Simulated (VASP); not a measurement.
# Sn2F (P-3m1) in VASP: single point with PBE

Aim: the single point of Sn2F with PBE.

Everything below comes from runs of VASP 6.6.1. Logs are shortened: lines on timing, memory, paths and dates and some standing lists are left out, and cuts for length are marked.

## Step 1: The cell of the first run

It takes space group P-3m1 (No. 164, trigonal). Conventional cell: a = 4.737 Å, b = 4.737 Å, c = 3.296 Å, α = 90.00°, β = 90.00°, γ = 120.00°. Within 3.8 Å of Sn (site symmetry 3m) lie 6 F at 2.84 to 3.72 Å and 8 Sn at 3.14 to 3.30 Å. F (site symmetry -3m) has 12 Sn at 2.84 to 3.72 Å and 2 F at 3.30 Å within 3.8 Å.

The cell was generated, and may not be a known phase.

## Step 2: Single point, PBE

Input file INCAR:

```
PREC = Accurate ; ENCUT = 520
EDIFF = 1E-6 ; ISMEAR = 0
SIGMA = 0.1 ; LREAL = False
LASPH = True ; NELM = 80
ALGO = Fast ; ISIF = 2
LWAVE = False ; LCHARG = False
GGA = PE ; NBANDS = 24
```

Input file KPOINTS:

```
regular mesh
0
Gamma
  12 12 14
```

Input file POSCAR:

```
Sn2F
1.0
    4.7374146717      0.0000000000      0.0000000000
   -2.3687073358      4.1027214539      0.0000000000
    0.0000000000      0.0000000000      3.2960577925
Sn F
2 1
Direct
    0.3333333333      0.6666666667      0.2328572877
    0.6666666667      0.3333333333      0.7671427123
    0.0000000000      0.0000000000      0.0000000000
```

Potentials or basis: VASP PAW PBE potentials, release 64 (Sn_d, F).

Started as:

```sh
cat potpaw_PBE.64/Sn_d/POTCAR potpaw_PBE.64/F/POTCAR > POTCAR
mpirun -np 1 vasp_std > vasp.out
```

OUTCAR:

```text
PREC = Accurate
   ENCUT = 520
   EDIFF = 1E-6
   ISMEAR = 0
   LREAL = False
   LASPH = True
   NELM = 80
   ISIF = 2
   GGA = PE

 ion  position               nearest neighbor table
   1  0.333  0.667  0.233-   2 3.14   2 3.14   2 3.14   2 3.25   2 3.25   2 3.25
   2  0.667  0.333  0.767-   1 3.14   1 3.14   1 3.14   1 3.25   1 3.25   1 3.25
   3  0.000  0.000  0.000-

  LATTYP: Found a hexagonal cell.
 ALAT       =     4.7374146717
 C/A-ratio  =     0.6957503239

  Lattice vectors:

 A1 = (   4.7374146717,   0.0000000000,   0.0000000000)
 A2 = (  -2.3687073358,   4.1027214539,   0.0000000000)
 A3 = (   0.0000000000,   0.0000000000,   3.2960577925)

Analysis of symmetry for initial positions (statically):
=====================================================================
 Subroutine PRICEL returns:
 Original cell was already a primitive cell.

 Routine SETGRP: Setting up the symmetry group for a
 hexagonal supercell.

 Subroutine GETGRP returns: Found 12 space group operations
 (whereof 12 operations were pure point group operations)
 out of a pool of 24 trial point group operations.

The static configuration has the point symmetry D_3d.

Analysis of symmetry for dynamics (positions and initial velocities):
=====================================================================
 Subroutine PRICEL returns:
 Original cell was already a primitive cell.

 Routine SETGRP: Setting up the symmetry group for a
 hexagonal supercell.

 Subroutine GETGRP returns: Found 12 space group operations
 (whereof 12 operations were pure point group operations)
 out of a pool of 24 trial point group operations.

The dynamic configuration has the point symmetry D_3d.

 Subroutine INISYM returns: Found 12 space group operations
 (whereof 12 operations are pure point group operations),
 and found     1 'primitive' translations

----------------------------------------------------------------------------------------

                                     Primitive cell

  volume of cell :      64.0631

  direct lattice vectors                    reciprocal lattice vectors
     4.737414672  0.000000000  0.000000000     0.211085596  0.121870326  0.000000000
    -2.368707336  4.102721454  0.000000000     0.000000000  0.243740651  0.000000000
     0.000000000  0.000000000  3.296057793     0.000000000  0.000000000  0.303392739

  length of vectors
     4.737414672  4.737414672  3.296057793     0.243740651  0.243740651  0.303392739

  position of ions in fractional coordinates (direct lattice)
     0.333333333  0.666666667  0.232857288
     0.666666667  0.333333333  0.767142712
     0.000000000  0.000000000  0.000000000

  ion indices of the primitive-cell ions
   primitive index   ion index
                 1           1
                 2           2
                 3           3

----------------------------------------------------------------------------------------

 KPOINTS: regular mesh

Automatic generation of k-mesh.
 Grid dimensions read from file:
 generate k-points for:   12   12   14

 Generating k-lattice:

  Cartesian coordinates                     Fractional coordinates (reciprocal lattice)
     0.017590466  0.010155860  0.000000000     0.083333333  0.000000000  0.000000000
     0.000000000  0.020311721  0.000000000     0.000000000  0.083333333  0.000000000
     0.000000000  0.000000000  0.021670910     0.000000000  0.000000000  0.071428571

  Length of vectors
     0.020311721  0.020311721  0.021670910

  Shift w.r.t. Gamma in fractional coordinates (k-lattice)
     0.000000000  0.000000000  0.000000000

 Subroutine IBZKPT returns following result:
 ===========================================

 Found    224 irreducible k-points:

 Following reciprocal coordinates:
            Coordinates               Weight
  0.000000  0.000000  0.000000      1.000000
  0.083333 -0.000000  0.000000      6.000000
  0.166667 -0.000000  0.000000      6.000000
  0.250000 -0.000000  0.000000      6.000000
  0.333333 -0.000000  0.000000      6.000000
  0.416667 -0.000000  0.000000      6.000000
[... 16 lines left out ...]
  0.166667 -0.000000  0.071429      6.000000
  0.000000  0.166667  0.071429      6.000000
 [... further k-points ...]
   k-points           NKPTS =    224   k-points in BZ     NKDIM =    224   number of bands    NBANDS=     24
   number of dos      NEDOS =    301   number of ions     NIONS =      3
   total plane-waves  NPLWV =  36288
   dimension x,y,z NGX =    36 NGY =   36 NGZ =   28
   dimension x,y,z NGXF=    72 NGYF=   72 NGZF=   56
   ions per type =               2   1
   NGX,Y,Z   is equivalent  to a cutoff of  12.63, 12.63, 14.12 a.u.
   NGXF,Y,Z  is equivalent  to a cutoff of  25.27, 25.27, 28.25 a.u.
 SYSTEM =  unknown system
   PREC   = accura    normal or accurate (medium, high low for compatibility)
   ISTART =      0    job   : 0-new  1-cont  2-samecut
   ICHARG =      2    charge: 1-file 2-atom 10-const
   ISPIN  =      1    spin polarized calculation?
   LNONCOLLINEAR =      F non collinear calculations
   LSORBIT =      F    spin-orbit coupling
   LASPH  =      T    aspherical Exc in radial PAW
   ENCUT  =  520.0 eV  38.22 Ry    6.18 a.u.   8.81  8.81  6.13*2*pi/ulx,y,z
   NELM   =     80;   NELMIN=  2; NELMDL= -5     # of ELM steps
   EDIFF  = 0.1E-05   stopping-criterion for ELM
   LREAL  =      F    real-space projection
[... 7 lines left out ...]
   TEBEG  =    0.0;   TEEND  =   0.0 temperature during run
   PSTRESS=    0.0 pullay stress
   NELECT =      35.0000    total number of electrons
   NUPDOWN=      -1.0000    fix difference up-down
   EMIN   =  10.00;   EMAX   =-10.00  energy-range for DOS
   EFERMI =   0.00;   METHOD = LEGACY
   ISMEAR =     0;   SIGMA  =   0.10  broadening in eV -4-tet -1-fermi 0-gaus
   EFERMI_NEDOS =   21; number of points for ismear=-14 and -15
   IALGO  =     68    algorithm
   IMIX   =      4    mixing-type and parameters
     AMIX     =   0.40;   BMIX     =  1.00
     AMIX_MAG =   1.60;   BMIX_MAG =  1.00
  volume/ion in A,a.u.               =      21.35       144.11
  Fermi-wavevector in a.u.,A,eV,Ry     =   1.338325  2.529067 24.369565  1.791112
  Thomas-Fermi vector in A             =   2.466804
   LORBIT       =      0    0 simple, 1 ext, 2 COOP (PROOUT), +10 PAW based schemes
   GGA     = PE    functional components
   LHFCALC =     F    Hartree Fock is set to
   AEXX    =    0.0000 exact exchange contribution
   IVDW    =     0    specifies the selected vdW correction
   LEPSILON=     F    determine dielectric tensor
   LRPA    =     F    only Hartree local field effects (RPA)
 non-spin polarized calculation
 RMM-DIIS sequential band-by-band and
 Gauss-broadening in eV      SIGMA  =   0.10
  energy-cutoff  :      520.00
  volume of cell :       64.06
 maximum number of plane-waves:      1746
   NGX = 17   NGY = 17   NGZ = 13

 number of electron      35.0000005 magnetization

 Free energy of the ion-electron system (eV)
  ---------------------------------------------------
  ext. energy  EPLUGINS =         0.00000000
  ---------------------------------------------------
  free energy    TOTEN  =       -11.89796724 eV

  energy without entropy =      -11.89366597  energy(sigma->0) =      -11.89581661

 E-fermi :   6.6631     XC(G=0): -10.2060

 val. band max:        6.6286476091   @ k =   0.1667  -0.0000   0.2857
 cond. band min:       6.6771470444   @ k =   0.5000  -0.0000   0.2857
 fundamental gap:      0.0484994353
 Fermi energy:         6.6630658576

 k-point     1 :       0.0000    0.0000    0.0000
  band No.  band energies     occupation
      1     -15.5185      2.00000
      2     -14.9765      2.00000
      3     -14.9023      2.00000
      4     -14.9023      2.00000
      5     -14.8504      2.00000
      6     -14.8504      2.00000
[... 16 lines left out ...]
     23      15.9715      0.00000
     24      16.3526      0.00000

 k-point     2 :       0.0833   -0.0000    0.0000
  band No.  band energies     occupation
      1     -15.5205      2.00000
      2     -14.9748      2.00000
      3     -14.9048      2.00000
      4     -14.9017      2.00000
      5     -14.8573      2.00000
      6     -14.8548      2.00000
[... 16 lines left out ...]
     23      16.1251      0.00000
     24      16.2001      0.00000

 k-point     3 :       0.1667   -0.0000    0.0000
  band No.  band energies     occupation
      1     -15.5257      2.00000
      2     -14.9699      2.00000
      3     -14.9112      2.00000
      4     -14.8995      2.00000
      5     -14.8667      2.00000
      6     -14.8568      2.00000
[... 16 lines left out ...]
     23      15.5931      0.00000
     24      16.7319      0.00000

 k-point     4 :       0.2500   -0.0000    0.0000
  band No.  band energies     occupation
      1     -15.5335      2.00000
      2     -14.9618      2.00000
      3     -14.9191      2.00000
      4     -14.8949      2.00000
      5     -14.8741      2.00000
      6     -14.8587      2.00000
[... 16 lines left out ...]
     23      15.0544      0.00000
     24      17.0335      0.00000

 k-point     5 :       0.3333   -0.0000    0.0000
  band No.  band energies     occupation
      1     -15.5419      2.00000
      2     -14.9506      2.00000
      3     -14.9262      2.00000
      4     -14.8888      2.00000
      5     -14.8795      2.00000
      6     -14.8689      2.00000
[... 16 lines left out ...]
     23      14.8940      0.00000
     24      16.5595      0.00000

 k-point     6 :       0.4167   -0.0000    0.0000
  band No.  band energies     occupation
      1     -15.5484      2.00000
      2     -14.9378      2.00000
      3     -14.9310      2.00000
      4     -14.8892      2.00000
      5     -14.8828      2.00000
      6     -14.8762      2.00000
[... 16 lines left out ...]
     23      14.9794      0.00000
     24      16.1385      0.00000
[... 379 lines left out ...]
 k-point    21 :       0.0833   -0.0000    0.0714
  band No.  band energies     occupation
      1     -15.5175      2.00000
      2     -14.9643      2.00000
      3     -14.9126      2.00000
      4     -14.9055      2.00000
      5     -14.8768      2.00000
      6     -14.8524      2.00000
[... 16 lines left out ...]
     23      15.6559      0.00000
     24      16.3817      0.00000

 k-point    22 :       0.0000    0.0833    0.0714
  band No.  band energies     occupation
      1     -15.5176      2.00000
      2     -14.9645      2.00000
      3     -14.9157      2.00000
      4     -14.9023      2.00000
      5     -14.8730      2.00000
      6     -14.8554      2.00000
[... 16 lines left out ...]
     23      15.6614      0.00000
     24      16.3809      0.00000

 k-point    23 :       0.1667   -0.0000    0.0714
  band No.  band energies     occupation
      1     -15.5227      2.00000
      2     -14.9594      2.00000
      3     -14.9114      2.00000
      4     -14.9068      2.00000
      5     -14.8864      2.00000
      6     -14.8490      2.00000
[... 16 lines left out ...]
     23      15.4282      0.00000
     24      16.9041      0.00000

 k-point    24 :       0.0000    0.1667    0.0714
  band No.  band energies     occupation
      1     -15.5233      2.00000
      2     -14.9604      2.00000
      3     -14.9228      2.00000
      4     -14.8949      2.00000
      5     -14.8700      2.00000
      6     -14.8572      2.00000
[... 16 lines left out ...]
     23      15.4204      0.00000
     24      16.9159      0.00000

 [... further k-points ...]
[... 5 lines left out ...]
  --------------------------------------------------------------------------------------
  -------------------------------------------------------------------------------------
  Total       -0.0631772     -0.0631772     -0.0600662     -0.0000000      0.0000000      0.0000000
  in kB       -1.5800213     -1.5800213     -1.5022165     -0.0000000      0.0000000      0.0000000
  external PRESSURE =      -1.5540863 kB  Pullay stress =       0.0000000 kB

 VOLUME and BASIS-vectors are now :
 -----------------------------------------------------------------------------
  energy-cutoff  :      520.00
  volume of cell :       64.06
      direct lattice vectors                 reciprocal lattice vectors
     4.737414672  0.000000000  0.000000000     0.211085596  0.121870326  0.000000000
    -2.368707336  4.102721454  0.000000000     0.000000000  0.243740651  0.000000000
     0.000000000  0.000000000  3.296057793     0.000000000  0.000000000  0.303392739

 POSITION                                       TOTAL-FORCE (eV/Angst)
 -----------------------------------------------------------------------------------
     -0.00000      2.73515      0.76751        -0.000000     -0.000000      0.001043
      2.36871      1.36757      2.52855         0.000000      0.000000     -0.001043
      0.00000      0.00000      0.00000         0.000000      0.000000      0.000000
 -----------------------------------------------------------------------------------
    total drift:                               -0.000000      0.000000     -0.000000

  FREE ENERGIE OF THE ION-ELECTRON SYSTEM (eV)
  ---------------------------------------------------
  free  energy   TOTEN  =       -11.8979672442 eV

  energy  without entropy=      -11.8936659695  energy(sigma->0) =      -11.89581661
```

Wall time 9.1 min (1 thread of Oxide Virtual Turin-like, shared host); peak memory 0.37 GiB.

What came out:

- Free energy: -11.8980 eV
- Pressure: -0.2 GPa
- Band gap on the k mesh: zero (an odd number of electrons rules out a gap without spin polarisation)

Caveat: spin-orbit coupling is left out, which moves the levels of the heavy elements.

The gap in the log of VASP goes by the Fermi energy; the results here count the filled bands.